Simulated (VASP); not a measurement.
# Hf in VASP: a series of runs

Hf is run at these levels: PBE; tasks: single point.

Program: VASP 6.6.1. These are calculated values, not measurements. Logs are shortened: lines on timing, memory, paths and dates and some standing lists are left out, and cuts for length are marked.

## Step 1: The cell of the first run

The cell holds a sheet with vacuum, 1 atom: a = 3.046 Å, b = 3.046 Å, c = 14.000 Å, α = 90.00°, β = 90.00°, γ = 120.00°.

The cell was generated, and may not be a known phase.

## Step 2: Single point, PBE

INCAR

```
SYSTEM = Hf
PREC = Accurate ; ENCUT = 520
EDIFF = 1E-6 ; ISMEAR = 0
SIGMA = 0.1 ; LREAL = .False.
LASPH = .True. ; NELM = 100
ALGO = Normal ; ISIF = 2
LWAVE = .False. ; LCHARG = .True.
LDIPOL = .True. ; IDIPOL = 3
DIPOL = 0.5 0.5 0.500 ; GGA = PE
LELF = .True. ; LVHAR = .True.
LVACPOTAV = .True. ; NBANDS = 11
```

KPOINTS

```
Automatic mesh
0
Gamma
  6 6 1
  0 0 0
```

POSCAR

```
Hf
1.0
    3.0457520000      0.0000000000      0.0000000000
   -1.5228760000      2.6376990000      0.0000000000
    0.0000000000      0.0000000000     14.0000000000
Hf
1
Direct
    0.0000000000      0.0000000000      0.5000000000
```

Potentials or basis: VASP PAW PBE potentials, release 64 (Hf_pv).

On the command line:

```console
cat potpaw_PBE.64/Hf_pv/POTCAR > POTCAR
mpirun -np 1 vasp_std > vasp.out
```

OUTCAR:

```text
SYSTEM = Hf
   PREC = Accurate
   ENCUT = 520
   EDIFF = 1E-6
   ISMEAR = 0
   LREAL = .False.
   LASPH = .True.
   NELM = 100
   ISIF = 2
   GGA = PE

 ion  position               nearest neighbor table
   1  0.000  0.000  0.500-

  LATTYP: Found a hexagonal cell.
 ALAT       =     3.0457520000
 C/A-ratio  =     4.5965659712

  Lattice vectors:

 A1 = (   3.0457520000,   0.0000000000,   0.0000000000)
 A2 = (  -1.5228760000,   2.6376990000,   0.0000000000)
 A3 = (   0.0000000000,   0.0000000000,  14.0000000000)

Analysis of symmetry for initial positions (statically):
=====================================================================
 Subroutine PRICEL returns:
 Original cell was already a primitive cell.

 Routine SETGRP: Setting up the symmetry group for a
 hexagonal supercell.

 Subroutine GETGRP returns: Found 24 space group operations
 (whereof 24 operations were pure point group operations)
 out of a pool of 24 trial point group operations.

The static configuration has the point symmetry D_6h.

Analysis of symmetry for dynamics (positions and initial velocities):
=====================================================================
 Subroutine PRICEL returns:
 Original cell was already a primitive cell.

 Routine SETGRP: Setting up the symmetry group for a
 hexagonal supercell.

 Subroutine GETGRP returns: Found 24 space group operations
 (whereof 24 operations were pure point group operations)
 out of a pool of 24 trial point group operations.

The dynamic configuration has the point symmetry D_6h.

 Subroutine INISYM returns: Found 24 space group operations
 (whereof 24 operations are pure point group operations),
 and found     1 'primitive' translations

----------------------------------------------------------------------------------------

                                     Primitive cell

  volume of cell :     112.4729

  direct lattice vectors                    reciprocal lattice vectors
     3.045752000  0.000000000  0.000000000     0.328326141  0.189559157  0.000000000
    -1.522876000  2.637699000  0.000000000     0.000000000  0.379118315  0.000000000
     0.000000000  0.000000000 14.000000000     0.000000000  0.000000000  0.071428571

  length of vectors
     3.045752000  3.045752342 14.000000000     0.379118357  0.379118315  0.071428571

  position of ions in fractional coordinates (direct lattice)
     0.000000000  0.000000000  0.500000000

  ion indices of the primitive-cell ions
   primitive index   ion index
                 1           1

----------------------------------------------------------------------------------------

 KPOINTS: Automatic mesh

Automatic generation of k-mesh.
 Grid dimensions read from file:
 generate k-points for:    6    6    1

 Generating k-lattice:

  Cartesian coordinates                     Fractional coordinates (reciprocal lattice)
     0.054721023  0.031593193  0.000000000     0.166666667  0.000000000  0.000000000
     0.000000000  0.063186386  0.000000000     0.000000000  0.166666667  0.000000000
     0.000000000  0.000000000  0.071428571     0.000000000  0.000000000  1.000000000

  Length of vectors
     0.063186393  0.063186386  0.071428571

  Shift w.r.t. Gamma in fractional coordinates (k-lattice)
     0.000000000  0.000000000  0.000000000

 Subroutine IBZKPT returns following result:
 ===========================================

 Found      7 irreducible k-points:

 Following reciprocal coordinates:
            Coordinates               Weight
  0.000000  0.000000  0.000000      1.000000
  0.166667 -0.000000  0.000000      6.000000
  0.333333  0.000000  0.000000      6.000000
  0.500000  0.000000  0.000000      3.000000
  0.166667  0.166667  0.000000      6.000000
  0.333333  0.166667  0.000000     12.000000
  0.333333  0.333333  0.000000      2.000000
   k-points           NKPTS =      7   k-points in BZ     NKDIM =      7   number of bands    NBANDS=     11
   number of dos      NEDOS =    301   number of ions     NIONS =      1
   total plane-waves  NPLWV =  62208
   dimension x,y,z NGX =    24 NGY =   24 NGZ =  108
   dimension x,y,z NGXF=    48 NGYF=   48 NGZF=  216
   ions per type =               1
   NGX,Y,Z   is equivalent  to a cutoff of  13.10, 13.10, 12.82 a.u.
   NGXF,Y,Z  is equivalent  to a cutoff of  26.20, 26.20, 25.65 a.u.
 SYSTEM =  Hf
   PREC   = accura    normal or accurate (medium, high low for compatibility)
   ISTART =      0    job   : 0-new  1-cont  2-samecut
   ICHARG =      2    charge: 1-file 2-atom 10-const
   ISPIN  =      1    spin polarized calculation?
   LNONCOLLINEAR =      F non collinear calculations
   LSORBIT =      F    spin-orbit coupling
   LASPH  =      T    aspherical Exc in radial PAW
   ENCUT  =  520.0 eV  38.22 Ry    6.18 a.u.   5.66  5.66 26.03*2*pi/ulx,y,z
   NELM   =    100;   NELMIN=  2; NELMDL= -5     # of ELM steps
   EDIFF  = 0.1E-05   stopping-criterion for ELM
   LREAL  =      F    real-space projection
   EDIFFG = 0.1E-04   stopping-criterion for IOM
   NSW    =      0    number of steps for IOM
   IBRION =     -1    ionic relax: 0-MD 1-quasi-New 2-CG
   NFREE  =      0    steps in history (QN), initial steepest desc. (CG)
   ISIF   =      2    stress and relaxation
   ISYM   =      2    0-nonsym 1-usesym 2-fastsym
   POTIM  = 0.5000    time-step for ionic-motion
   TEBEG  =    0.0;   TEEND  =   0.0 temperature during run
   PSTRESS=    0.0 pullay stress
   NELECT =      10.0000    total number of electrons
   NUPDOWN=      -1.0000    fix difference up-down
   EMIN   =  10.00;   EMAX   =-10.00  energy-range for DOS
   EFERMI =   0.00;   METHOD = LEGACY
   ISMEAR =     0;   SIGMA  =   0.10  broadening in eV -4-tet -1-fermi 0-gaus
   EFERMI_NEDOS =   21; number of points for ismear=-14 and -15
   IALGO  =     38    algorithm
   IMIX   =      4    mixing-type and parameters
     AMIX     =   0.40;   BMIX     =  1.00
     AMIX_MAG =   1.60;   BMIX_MAG =  1.00
  volume/ion in A,a.u.               =     112.47       759.00
  Fermi-wavevector in a.u.,A,eV,Ry     =   0.730677  1.380780  7.264003  0.533889
  Thomas-Fermi vector in A             =   1.822706
   LORBIT       =      0    0 simple, 1 ext, 2 COOP (PROOUT), +10 PAW based schemes
   GGA     = PE    functional components
   LHFCALC =     F    Hartree Fock is set to
   AEXX    =    0.0000 exact exchange contribution
   IVDW    =     0    specifies the selected vdW correction
   LEPSILON=     F    determine dielectric tensor
   LRPA    =     F    only Hartree local field effects (RPA)
 non-spin polarized calculation
 Gauss-broadening in eV      SIGMA  =   0.10
  energy-cutoff  :      520.00
  volume of cell :      112.47
 maximum number of plane-waves:      3056
 NGX is ok and might be reduce to    24
   NGX = 11   NGY = 11   NGZ = 53

 dipolmoment           0.000000      0.000000     -0.000000 electrons x Angstroem

 number of electron      10.0000001 magnetization

 dipolmoment           0.000000      0.000000      0.000000 electrons x Angstroem

 Free energy of the ion-electron system (eV)
  ---------------------------------------------------
  ext. energy  EPLUGINS =         0.00000000
  ---------------------------------------------------
  free energy    TOTEN  =        -7.74367595 eV

  energy without entropy =       -7.72859500  energy(sigma->0) =       -7.73613547

 E-fermi :  -2.2349     XC(G=0):  -3.5901

 val. band max:       -2.2371075787   @ k =   0.1667  -0.0000   0.0000
 cond. band min:      -2.1809560297   @ k =   0.3333   0.3333   0.0000
 fundamental gap:      0.0561515489
 Fermi energy:        -2.2349374477

 k-point     1 :       0.0000    0.0000    0.0000
  band No.  band energies     occupation
      1     -33.3869      2.00000
      2     -32.6724      2.00000
      3     -32.6724      2.00000
      4      -7.7015      2.00000
      5      -2.4685      1.99905
      6      -2.0655      0.01655
      7      -0.6420      0.00000
      8      -0.6420      0.00000
      9       1.5600      0.00000
     10       2.3350      0.00000
     11       2.3677      0.00000

 k-point     2 :       0.1667   -0.0000    0.0000
  band No.  band energies     occupation
      1     -33.3560      2.00000
      2     -32.8969      2.00000
      3     -32.7236      2.00000
      4      -6.7269      2.00000
      5      -2.2371      1.02448
      6      -2.0239      0.00285
      7      -1.4406      0.00000
      8       0.2542      0.00000
      9       1.6496      0.00000
     10       2.0197      0.00000
     11       2.1268      0.00000

 k-point     3 :       0.3333    0.0000    0.0000
  band No.  band energies     occupation
      1     -33.3237      2.00000
      2     -33.2934      2.00000
      3     -32.8241      2.00000
      4      -5.0127      2.00000
      5      -2.8176      2.00000
      6      -2.0633      0.01522
      7      -0.4609      0.00000
      8       1.4601      0.00000
      9       2.3298      0.00000
     10       2.6375      0.00000
     11       3.7818      0.00000

 k-point     4 :       0.5000    0.0000    0.0000
  band No.  band energies     occupation
      1     -33.5272      2.00000
      2     -33.2619      2.00000
      3     -32.8736      2.00000
      4      -4.8392      2.00000
      5      -3.1479      2.00000
      6      -0.2733      0.00000
      7      -0.2010      0.00000
      8       1.2081      0.00000
      9       3.3807      0.00000
     10       4.6065      0.00000
     11       6.1467      0.00000

 k-point     5 :       0.1667    0.1667    0.0000
  band No.  band energies     occupation
      1     -33.3092      2.00000
      2     -33.1785      2.00000
      3     -32.8430      2.00000
      4      -5.0823      2.00000
      5      -2.5596      2.00000
      6      -2.4207      1.99138
      7      -1.1486      0.00000
      8       1.0946      0.00000
      9       2.1636      0.00000
     10       2.2130      0.00000
     11       3.2473      0.00000

 k-point     6 :       0.3333    0.1667    0.0000
  band No.  band energies     occupation
      1     -33.4213      2.00000
      2     -33.2620      2.00000
      3     -32.9898      2.00000
      4      -3.8840      2.00000
      5      -2.7820      2.00000
      6      -1.6925      0.00000
      7      -0.1260      0.00000
      8      -0.0093      0.00000
      9       3.9063      0.00000
     10       4.4036      0.00000
     11       5.6845      0.00000

 k-point     7 :       0.3333    0.3333    0.0000
  band No.  band energies     occupation
      1     -33.2738      2.00000
      2     -33.2738      2.00000
      3     -33.2462      2.00000
      4      -2.1810      0.44522
      5      -2.1810      0.44521
      6      -1.8142      0.00000
      7      -1.8142      0.00000
      8       0.0745      0.00000
      9       4.5803      0.00000
     10       5.6050      0.00000
     11       5.9784      0.00000

------------------------ aborting loop because EDIFF is reached ----------------------------------------

  FORCE on cell =-STRESS in cart. coord.  units (eV):
  Direction    XX          YY          ZZ          XY          YZ          ZX
  --------------------------------------------------------------------------------------
  -------------------------------------------------------------------------------------
  Total       -2.1061717     -2.1061724     -0.0024760      0.0000000      0.0000000     -0.0000000
  in kB      -30.0024384    -30.0024474     -0.0352708      0.0000000      0.0000000     -0.0000000
  external PRESSURE =     -20.0133855 kB  Pullay stress =       0.0000000 kB

 VOLUME and BASIS-vectors are now :
 -----------------------------------------------------------------------------
  energy-cutoff  :      520.00
  volume of cell :      112.47
      direct lattice vectors                 reciprocal lattice vectors
     3.045752000  0.000000000  0.000000000     0.328326141  0.189559157  0.000000000
    -1.522876000  2.637699000  0.000000000     0.000000000  0.379118315  0.000000000
     0.000000000  0.000000000 14.000000000     0.000000000  0.000000000  0.071428571

 POSITION                                       TOTAL-FORCE (eV/Angst)
 -----------------------------------------------------------------------------------
      0.00000      0.00000      7.00000        -0.000000      0.000000      0.000000
 -----------------------------------------------------------------------------------
    total drift:                                0.000000     -0.000000      0.000000

  FREE ENERGIE OF THE ION-ELECTRON SYSTEM (eV)
  ---------------------------------------------------
  free  energy   TOTEN  =        -7.7436759467 eV

  energy  without entropy=       -7.7285950027  energy(sigma->0) =       -7.73613547

 vacuum level on the upper side and lower side of the slab         2.010         2.010
```

Run time: 22 s. Hardware: 1 thread of AMD EPYC 7R43 (Zen 3), shared host; peak memory 0.19 GiB.

What came out:

| Quantity | Value |
| --- | --- |
| Free energy | -7.7437 eV |
| Band gap on the k mesh | zero (bands 5 and 6 overlap by 0.24 eV) |

Levels at points of the mesh, in eV from the Fermi level:
| k point | band 3 | band 4 | band 5 | band 6 | band 7 | band 8 |
| --- | --- | --- | --- | --- | --- | --- |
| (0.00, 0.00, 0.00) | -30.44 | -5.47 | -0.23 | 0.17 | 1.59 | 1.59 |
| (0.50, 0.00, 0.00) | -30.64 | -2.60 | -0.91 | 1.96 | 2.03 | 3.44 |

Caveat: the k points lie up to 0.40 Å⁻¹ apart; spin-orbit coupling is left out, which moves the levels of the heavy elements.

## Step 3: Single point, PBE

INCAR

```
PREC = Accurate ; ENCUT = 520
EDIFF = 1E-7 ; ISMEAR = 0
SIGMA = 0.1 ; LREAL = False
LASPH = True ; NELM = 60
ALGO = Normal ; ISIF = 2
LWAVE = False ; LCHARG = False
LDIPOL = True ; IDIPOL = 3
DIPOL = 0.5 0.5 0.500 ; GGA = PE
NBANDS = 11
```

KPOINTS

```
Automatic mesh
0
Gamma
  6 6 1
```

POSCAR is that of step 2.

Potentials or basis: VASP PAW PBE potentials, release 64 (Hf_pv).

On the command line:

```console
cat potpaw_PBE.64/Hf_pv/POTCAR > POTCAR
mpirun -np 1 vasp_std > vasp.out
```

Wall time 21 s (1 thread of AMD EPYC 7R43 (Zen 3), shared host); peak memory 0.19 GiB.

Results (log left out):

- Free energy: -7.7437 eV
- Band gap on the k mesh: zero (bands 5 and 6 overlap by 0.24 eV)

Levels at points of the mesh, in eV from the Fermi level:
```
           k point  band 1  band 2  band 3  band 4  band 5  band 6  band 7  band 8  band 9  band 10
(0.00, 0.00, 0.00)  -31.15  -30.44  -30.44   -5.47   -0.23    0.17    1.59    1.59    3.80     4.57
(0.50, 0.00, 0.00)  -31.29  -31.03  -30.64   -2.60   -0.91    1.96    2.03    3.44    5.62     6.84
```

Caveat: the k points lie up to 0.40 Å⁻¹ apart; spin-orbit coupling is left out, which moves the levels of the heavy elements.

The gap in the log of VASP goes by the Fermi energy; the results here count the filled bands.